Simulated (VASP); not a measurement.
The system is InGa2N3.

```
In Ga N
1.0
     3.32413    0.00000    0.00000
    -1.66206    2.87878    0.00000
     0.00000    0.00000    8.13670
In Ga N
1 2 3
Direct
  0.00000 0.00000 0.00000
  0.33333 0.66667 0.65599
  0.66667 0.33333 0.34401
  0.33333 0.66667 0.16590
  0.66667 0.33333 0.83410
  0.00000 0.00000 0.50000
```

| Item | Value |
| --- | --- |
| Program | VASP 6.6.1 |
| Task | relaxation of cell and atoms |
| Functional | PBEsol |
| Potentials or basis | VASP PAW PBE potentials, release 64 (In_d, Ga_d, N) |
| Cutoff | 600 eV |
| k mesh | 9 × 9 × 4 |
| Occupations | fermi-dirac, width 0.03 eV |
| Spin | no spin polarisation |

At the start: pressure -24.4 GPa; volume 12.98 Å³/atom.

Task: Where does the relaxation end?

Result: Over 12 steps the energy falls by 299.7 meV/atom and the volume is 10.44 Å³/atom (-19.5 %); space group P-3m1 (No. 164, to 0.1 Å) before and after.

The path:
| step | energy change (eV) | largest force (eV/Å) | pressure (GPa) | volume (Å³) |
| --- | --- | --- | --- | --- |
| 1 | 0.0000 | 1.3133 | -24.36 | 77.86 |
| 2 | -1.2654 | 2.1812 | 23.39 | 57.67 |
| 3 | -1.5554 | 2.0721 | 2.33 | 62.62 |
| 4 | -1.7435 | 1.0787 | 2.99 | 61.96 |
| 5 | -1.7506 | 0.7855 | 2.69 | 62.07 |
| 6 | -1.7915 | 0.1226 | -2.32 | 63.42 |
| 7 | -1.7919 | 0.1775 | -1.92 | 63.31 |
| 8 | -1.7976 | 0.1226 | 0.54 | 62.54 |
| 9 | -1.7982 | 0.0651 | -0.10 | 62.71 |
| 10 | -1.7981 | 0.0645 | -0.02 | 62.70 |
| 11 | -1.7984 | 0.0138 | 0.12 | 62.65 |
| 12 | -1.7984 | 0.0078 | 0.10 | 62.65 |

Final structure:
```
In Ga N
1.0
     3.08576    0.00000    0.00000
    -1.54288    2.67235    0.00000
     0.00000    0.00000    7.59798
In Ga N
1 2 3
Direct
  0.00000 0.00000 0.00000
  0.33333 0.66667 0.65873
  0.66667 0.33333 0.34127
  0.33333 0.66667 0.18739
  0.66667 0.33333 0.81261
  0.00000 0.00000 0.50000
```

Caveat: the volume moved by over 15 % at a fixed basis, so the end points are rough; the PAW data sets were made with another functional, which shifts forces and pressure a little.
